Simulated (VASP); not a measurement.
# Nb (Im-3m) in VASP: further runs

Runs on Nb. Level: r2SCAN. Tasks: single point.

Everything below comes from runs of VASP 6.6.1. Logs are shortened: lines on timing, memory, paths and dates and some standing lists are left out, and cuts for length are marked.

## Step 1: The cell of the first run

The structure is cubic, space group Im-3m (No. 229). Conventional cell: a = 3.302 Å, b = 3.302 Å, c = 3.302 Å, α = 90.00°, β = 90.00°, γ = 90.00°. Nb (site symmetry m-3m) has 14 Nb at 2.86 to 3.30 Å within 3.8 Å.

## Step 2: Single point, r2SCAN

Contents of POSCAR:

```
Nb
1.0
   -1.6511317439      1.6511317439      1.6511317439
    1.6511317439     -1.6511317439      1.6511317439
    1.6511317439      1.6511317439     -1.6511317439
Nb
1
Direct
    0.0000000000      0.0000000000      0.0000000000
```

Contents of INCAR.step1:

```
  PREC = Accurate
  ENCUT = 520
  ISMEAR = 1
  SIGMA = 0.2
  LREAL = False
  LASPH = True
  NELM = 60
  NBANDS = 12
  GGA = PE
  ALGO = Normal
  EDIFF = 1E-4
  LWAVE = True
  LCHARG = False
```

Contents of INCAR.step2:

```
  PREC = Accurate
  ENCUT = 520
  EDIFF = 1E-6
  ISMEAR = 1
  SIGMA = 0.2
  LREAL = False
  LASPH = True
  NELM = 60
  ALGO = Normal
  ISIF = 2
  LWAVE = False
  LCHARG = True
  METAGGA = R2SCAN
  LMIXTAU = True
  LELF = True
  LVHAR = True
  NBANDS = 12
  ISTART = 1
```

Contents of KPOINTS:

```
regular mesh
0
Gamma
  13 13 13
```

Potentials or basis: VASP PAW PBE potentials, release 64 (Nb_sv).

Command:

```
$ cat potpaw_PBE.64/Nb_sv/POTCAR > POTCAR
$ cp INCAR.step1 INCAR
$ mpirun -np 1 vasp_std > vasp.out
$ cp INCAR.step2 INCAR
$ mpirun -np 1 vasp_std > vasp.out
```

OUTCAR:

```text
PREC = Accurate
   ENCUT = 520
   EDIFF = 1E-6
   ISMEAR = 1
   LREAL = False
   LASPH = True
   NELM = 60
   ISIF = 2
   METAGGA = R2SCAN
   ISTART = 1

 ion  position               nearest neighbor table
   1  0.000  0.000  0.000-

  LATTYP: Found a body centered cubic cell.
 ALAT       =     3.3022634878

  Lattice vectors:

 A1 = (  -1.6511317439,   1.6511317439,   1.6511317439)
 A2 = (   1.6511317439,  -1.6511317439,   1.6511317439)
 A3 = (   1.6511317439,   1.6511317439,  -1.6511317439)

Analysis of symmetry for initial positions (statically):
=====================================================================
 Subroutine PRICEL returns:
 Original cell was already a primitive cell.

 Routine SETGRP: Setting up the symmetry group for a
 body centered cubic supercell.

 Subroutine GETGRP returns: Found 48 space group operations
 (whereof 48 operations were pure point group operations)
 out of a pool of 48 trial point group operations.

The static configuration has the point symmetry O_h .

Analysis of symmetry for dynamics (positions and initial velocities):
=====================================================================
 Subroutine PRICEL returns:
 Original cell was already a primitive cell.

 Routine SETGRP: Setting up the symmetry group for a
 body centered cubic supercell.

 Subroutine GETGRP returns: Found 48 space group operations
 (whereof 48 operations were pure point group operations)
 out of a pool of 48 trial point group operations.

The dynamic configuration has the point symmetry O_h .

 Subroutine INISYM returns: Found 48 space group operations
 (whereof 48 operations are pure point group operations),
 and found     1 'primitive' translations

----------------------------------------------------------------------------------------

                                     Primitive cell

  volume of cell :      18.0055

  direct lattice vectors                    reciprocal lattice vectors
    -1.651131744  1.651131744  1.651131744     0.000000000  0.302822595  0.302822595
     1.651131744 -1.651131744  1.651131744     0.302822595  0.000000000  0.302822595
     1.651131744  1.651131744 -1.651131744     0.302822595  0.302822595  0.000000000

  length of vectors
     2.859844070  2.859844070  2.859844070     0.428255821  0.428255821  0.428255821

  position of ions in fractional coordinates (direct lattice)
     0.000000000  0.000000000  0.000000000

  ion indices of the primitive-cell ions
   primitive index   ion index
                 1           1

----------------------------------------------------------------------------------------

 KPOINTS: regular mesh

Automatic generation of k-mesh.
 Grid dimensions read from file:
 generate k-points for:   13   13   13

 Generating k-lattice:

  Cartesian coordinates                     Fractional coordinates (reciprocal lattice)
     0.000000000  0.023294046  0.023294046     0.076923077  0.000000000  0.000000000
     0.023294046  0.000000000  0.023294046     0.000000000  0.076923077  0.000000000
     0.023294046  0.023294046  0.000000000     0.000000000  0.000000000  0.076923077

  Length of vectors
     0.032942755  0.032942755  0.032942755

  Shift w.r.t. Gamma in fractional coordinates (k-lattice)
     0.000000000  0.000000000  0.000000000

 Subroutine IBZKPT returns following result:
 ===========================================

 Found     84 irreducible k-points:

 Following reciprocal coordinates:
            Coordinates               Weight
  0.000000  0.000000  0.000000      1.000000
  0.076923  0.000000  0.000000     12.000000
  0.153846  0.000000  0.000000     12.000000
  0.230769  0.000000  0.000000     12.000000
  0.307692  0.000000  0.000000     12.000000
  0.384615  0.000000  0.000000     12.000000
[... 16 lines left out ...]
  0.153846  0.076923  0.076923     24.000000
  0.230769  0.076923  0.076923     24.000000
 [... further k-points ...]
   k-points           NKPTS =     84   k-points in BZ     NKDIM =     84   number of bands    NBANDS=     12
   number of dos      NEDOS =    301   number of ions     NIONS =      1
   total plane-waves  NPLWV =  13824
   dimension x,y,z NGX =    24 NGY =   24 NGZ =   24
   dimension x,y,z NGXF=    48 NGYF=   48 NGZF=   48
   ions per type =               1
   NGX,Y,Z   is equivalent  to a cutoff of  13.95, 13.95, 13.95 a.u.
   NGXF,Y,Z  is equivalent  to a cutoff of  27.90, 27.90, 27.90 a.u.
 SYSTEM =  unknown system
   PREC   = accura    normal or accurate (medium, high low for compatibility)
   ISTART =      1    job   : 0-new  1-cont  2-samecut
   ICHARG =      0    charge: 1-file 2-atom 10-const
   ISPIN  =      1    spin polarized calculation?
   LNONCOLLINEAR =      F non collinear calculations
   LSORBIT =      F    spin-orbit coupling
   LASPH  =      T    aspherical Exc in radial PAW
   ENCUT  =  520.0 eV  38.22 Ry    6.18 a.u.   5.32  5.32  5.32*2*pi/ulx,y,z
   NELM   =     60;   NELMIN=  2; NELMDL=  0     # of ELM steps
   EDIFF  = 0.1E-05   stopping-criterion for ELM
   LREAL  =      F    real-space projection
   EDIFFG = 0.1E-04   stopping-criterion for IOM
   NSW    =      0    number of steps for IOM
   IBRION =     -1    ionic relax: 0-MD 1-quasi-New 2-CG
   NFREE  =      0    steps in history (QN), initial steepest desc. (CG)
   ISIF   =      2    stress and relaxation
   ISYM   =      2    0-nonsym 1-usesym 2-fastsym
   POTIM  = 0.5000    time-step for ionic-motion
   TEBEG  =    0.0;   TEEND  =   0.0 temperature during run
   PSTRESS=    0.0 pullay stress
   NELECT =      13.0000    total number of electrons
   NUPDOWN=      -1.0000    fix difference up-down
   EMIN   =  10.00;   EMAX   =-10.00  energy-range for DOS
   EFERMI =   0.00;   METHOD = LEGACY
   ISMEAR =     1;   SIGMA  =   0.20  broadening in eV -4-tet -1-fermi 0-gaus
   EFERMI_NEDOS =   21; number of points for ismear=-14 and -15
   IALGO  =     38    algorithm
   IMIX   =      4    mixing-type and parameters
     AMIX     =   0.40;   BMIX     =  1.00
     AMIX_MAG =   1.60;   BMIX_MAG =  1.00
  volume/ion in A,a.u.               =      18.01       121.51
  Fermi-wavevector in a.u.,A,eV,Ry     =   1.468659  2.775363 29.347202  2.156958
  Thomas-Fermi vector in A             =   2.584130
   LORBIT       =      0    0 simple, 1 ext, 2 COOP (PROOUT), +10 PAW based schemes
   METAGGA = R2SCAN    functional components
   LHFCALC =     F    Hartree Fock is set to
   AEXX    =    0.0000 exact exchange contribution
   IVDW    =     0    specifies the selected vdW correction
   LEPSILON=     F    determine dielectric tensor
   LRPA    =     F    only Hartree local field effects (RPA)
 non-spin polarized calculation
 Methfessel and Paxton  Order N= 1 SIGMA  =   0.20
  energy-cutoff  :      520.00
  volume of cell :       18.01
 maximum number of plane-waves:       493
 NGX is ok and might be reduce to    24
   NGX = 11   NGY = 11   NGZ = 11

 number of electron      13.0000000 magnetization

 Free energy of the ion-electron system (eV)
  ---------------------------------------------------
  ext. energy  EPLUGINS =         0.00000000
  ---------------------------------------------------
  free energy    TOTEN  =       -24.84632708 eV

  energy without entropy =      -24.84944404  energy(sigma->0) =      -24.84736607

 E-fermi :  11.1474     XC(G=0): -13.6271

 val. band max:       11.1107030373   @ k =  -0.1538   0.2308   0.0769
 cond. band min:      11.2177459118   @ k =   0.3077   0.1538  -0.0000
 fundamental gap:      0.1070428746
 Fermi energy:        11.1474341299

 k-point     1 :       0.0000    0.0000    0.0000
  band No.  band energies     occupation
      1     -45.0017      2.00000
      2     -19.5413      2.00000
      3     -19.5413      2.00000
      4     -19.5413      2.00000
      5       4.8566      2.00000
      6      11.5912     -0.00741
      7      11.5912     -0.00741
      8      11.5912     -0.00741
      9      14.7151     -0.00000
     10      14.7151     -0.00000
     11      26.0211      0.00000
     12      26.0211      0.00000

 k-point     2 :       0.0769    0.0000    0.0000
  band No.  band energies     occupation
      1     -44.9866      2.00000
      2     -19.6310      2.00000
      3     -19.5682      2.00000
      4     -19.5420      2.00000
      5       5.1117      2.00000
      6      11.4318     -0.06190
      7      11.5467     -0.01617
      8      11.8342     -0.00001
      9      14.4769     -0.00000
     10      14.7141     -0.00000
     11      26.2261      0.00000
     12      26.4647      0.00000

 k-point     3 :       0.1538    0.0000    0.0000
  band No.  band energies     occupation
      1     -44.9446      2.00000
      2     -19.8748      2.00000
      3     -19.6420      2.00000
      4     -19.5442      2.00000
      5       5.8096      2.00000
      6      11.0217      1.86476
      7      11.3460     -0.04873
      8      12.5454     -0.00000
      9      14.1168     -0.00000
     10      14.7352     -0.00000
     11      26.5993      0.00000
     12      27.7251      0.00000

 k-point     4 :       0.2308    0.0000    0.0000
  band No.  band energies     occupation
      1     -44.8847      2.00000
      2     -20.2075      2.00000
      3     -19.7445      2.00000
      4     -19.5474      2.00000
      5       6.7059      2.00000
      6      10.5065      2.00006
      7      11.0660      1.62968
      8      13.6675     -0.00000
      9      14.0968     -0.00000
     10      14.8260     -0.00000
     11      26.3806      0.00000
     12      28.0116      0.00000

 k-point     5 :       0.3077    0.0000    0.0000
  band No.  band energies     occupation
      1     -44.8204      2.00000
      2     -20.5479      2.00000
      3     -19.8514      2.00000
      4     -19.5508      2.00000
      5       7.3092      2.00000
      6      10.0206      2.00000
      7      11.2752      0.12650
      8      14.3702     -0.00000
      9      15.0104     -0.00000
     10      15.0865     -0.00000
     11      25.3028      0.00000
     12      26.7783      0.00000
[... 228 lines left out ...]
      1     -44.7008      2.00000
      2     -20.6504      2.00000
      3     -20.4274      2.00000
      4     -19.7208      2.00000
      5       8.8337      2.00000
      6       9.9213      2.00000
      7      10.5323      2.00012
      8      14.8865     -0.00000
      9      15.3821      0.00000
     10      21.5255      0.00000
     11      22.2045      0.00000
     12      23.7057      0.00000

 k-point    22 :       0.0769    0.0769    0.0769
  band No.  band energies     occupation
      1     -44.9198      2.00000
      2     -20.0376      2.00000
      3     -19.6045      2.00000
      4     -19.6045      2.00000
      5       6.2420      2.00000
      6      10.8334      2.04891
      7      10.8334      2.04891
      8      13.3215     -0.00000
      9      14.4512     -0.00000
     10      14.4512     -0.00000
     11      27.0335      0.00000
     12      27.8585      0.00000

 k-point    23 :       0.1538    0.0769    0.0769
  band No.  band energies     occupation
      1     -44.8655      2.00000
      2     -20.3145      2.00000
      3     -19.7154      2.00000
      4     -19.6141      2.00000
      5       7.1404      2.00000
      6      10.3177      2.00000
      7      10.4757      2.00002
      8      14.3344     -0.00000
      9      14.6346     -0.00000
     10      14.7707     -0.00000
     11      27.0317      0.00000
     12      27.8168      0.00000

 k-point    24 :       0.2308    0.0769    0.0769
  band No.  band energies     occupation
      1     -44.8073      2.00000
      2     -20.5787      2.00000
      3     -19.8541      2.00000
      4     -19.6244      2.00000
      5       7.8170      2.00000
      6       9.8811      2.00000
      7      10.5842      2.00050
      8      14.4978     -0.00000
      9      15.0558     -0.00000
     10      16.1665      0.00000
     11      25.8166      0.00000
     12      26.5960      0.00000

 [... further k-points ...]

------------------------ aborting loop because EDIFF is reached ----------------------------------------

  FORCE on cell =-STRESS in cart. coord.  units (eV):
  Direction    XX          YY          ZZ          XY          YZ          ZX
  --------------------------------------------------------------------------------------
  -------------------------------------------------------------------------------------
  Total       -0.0756595     -0.0756595     -0.0756595     -0.0000000      0.0000000     -0.0000000
  in kB       -6.7323822     -6.7323822     -6.7323822     -0.0000000      0.0000000     -0.0000000
  external PRESSURE =      -6.7323822 kB  Pullay stress =       0.0000000 kB

 VOLUME and BASIS-vectors are now :
 -----------------------------------------------------------------------------
  energy-cutoff  :      520.00
  volume of cell :       18.01
      direct lattice vectors                 reciprocal lattice vectors
    -1.651131744  1.651131744  1.651131744     0.000000000  0.302822595  0.302822595
     1.651131744 -1.651131744  1.651131744     0.302822595  0.000000000  0.302822595
     1.651131744  1.651131744 -1.651131744     0.302822595  0.302822595  0.000000000

 POSITION                                       TOTAL-FORCE (eV/Angst)
 -----------------------------------------------------------------------------------
      0.00000      0.00000      0.00000        -0.000000      0.000000     -0.000000
 -----------------------------------------------------------------------------------
    total drift:                               -0.000000      0.000000      0.000000

  FREE ENERGIE OF THE ION-ELECTRON SYSTEM (eV)
  ---------------------------------------------------
  free  energy   TOTEN  =       -24.8463270776 eV

  energy  without entropy=      -24.8494440403  energy(sigma->0) =      -24.84736607
```

It took 2.3 min on 1 thread of AMD EPYC 7R13, shared host; peak memory 0.12 GiB.

Results:

```
Free energy : -24.8463 eV
Pressure    : -0.7 GPa
```

Caveat: the PAW data sets were made with another functional, which shifts forces and pressure a little.

## Step 3: Single point, r2SCAN

POSCAR is that of step 2.

Contents of INCAR.step1:

```
PREC = Accurate
ENCUT = 520
ISMEAR = 1
SIGMA = 0.6
LREAL = False
LASPH = True
NELM = 60
NBANDS = 12
GGA = PE
ALGO = Normal
EDIFF = 1E-4
LWAVE = True
LCHARG = False
```

Contents of INCAR.step2:

```
PREC = Accurate
ENCUT = 520
EDIFF = 1E-7
ISMEAR = 1
SIGMA = 0.6
LREAL = False
LASPH = True
NELM = 60
ALGO = Normal
ISIF = 2
LWAVE = False
LCHARG = False
METAGGA = R2SCAN
LMIXTAU = True
NBANDS = 12
ISTART = 1
```

Contents of KPOINTS:

```
Automatic mesh
0
Gamma
  13 13 13
```

Potentials or basis: VASP PAW PBE potentials, release 64 (Nb_sv).

Command:

```
$ cat potpaw_PBE.64/Nb_sv/POTCAR > POTCAR
$ cp INCAR.step1 INCAR
$ mpirun -np 1 vasp_std > vasp.out
$ cp INCAR.step2 INCAR
$ mpirun -np 1 vasp_std > vasp.out
```

Run time: 2.8 min. Hardware: 1 thread of AMD EPYC 7R13, shared host; peak memory 0.12 GiB.

It converged, with:

```
Free energy : -24.8526 eV
Pressure    : -0.2 GPa
```

Levels at points of the mesh, in eV from the Fermi level:
```csv
k point,band 3,band 4,band 5,band 6,band 7,band 8,band 9,band 10
"(0.00, 0.00, 0.00)",-30.72,-30.72,-6.32,0.41,0.41,0.41,3.54,3.54
```

Caveat: the PAW data sets were made with another functional, which shifts forces and pressure a little.

(Part 1 of 2 ends here.)
